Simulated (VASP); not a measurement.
Set up this calculation in VASP 6.6.1, as the native input.

```yaml
Task: single point
Functional: PBEsol
Potentials_or_basis: VASP PAW PBE potentials, release 64 (Sr_sv, Ti_sv, O)
Cutoff: 520 eV
k_mesh: 8 × 8 × 8
Occupations: gaussian, width 0.01 eV
Spin: no spin polarisation
Dipole_correction: no
Further_INCAR_settings: ALGO = Normal; EDIFF = 1e-07; NBANDS = 28
```

The structure of SrTiO3 (Tausonite) lies in POSCAR:

```
SrTiO3
1.0
    3.8755096039      0.0000000000      0.0000000000
    0.0000000000      3.8755096039      0.0000000000
    0.0000000000      0.0000000000      3.8755096039
Sr Ti O
1 1 3
Direct
    0.5000000000      0.5000000000      0.5000000000
    0.0000000000      0.0000000000      0.0000000000
    0.5000000000      0.0000000000      0.0000000000
    0.0000000000      0.5000000000      0.0000000000
    0.0000000000      0.0000000000      0.5000000000
```

These files were run (other wordings do the same):

INCAR

```
PREC = Accurate
ENCUT = 520
EDIFF = 1E-7
ISMEAR = 0
SIGMA = 0.01
LREAL = F
LASPH = T
NELM = 60
ALGO = Normal
ISIF = 2
LWAVE = F
LCHARG = T
GGA = PS
LELF = T
LVHAR = T
NBANDS = 28
```

KPOINTS

```
regular mesh
0
Gamma
  8 8 8
```

Potentials or basis: VASP PAW PBE potentials, release 64 (Sr_sv, Ti_sv, O).

Run with:

```console
$ cat potpaw_PBE.64/Sr_sv/POTCAR potpaw_PBE.64/Ti_sv/POTCAR potpaw_PBE.64/O/POTCAR > POTCAR
$ mpirun -np 1 vasp_std > vasp.out
```

It gave:

| Quantity | Value |
| --- | --- |
| Pressure | 3.0 GPa |
| Band gap on the k mesh | 1.84 eV, indirect (least direct gap 2.18 eV) |

Caveat: the PAW data sets were made with another functional, which shifts forces and pressure a little.

Wall time 51 s on 1 thread of Intel(R) Xeon(R) Platinum 8488C (Sapphire Rapids) (shared host), peak memory 0.2 GiB.
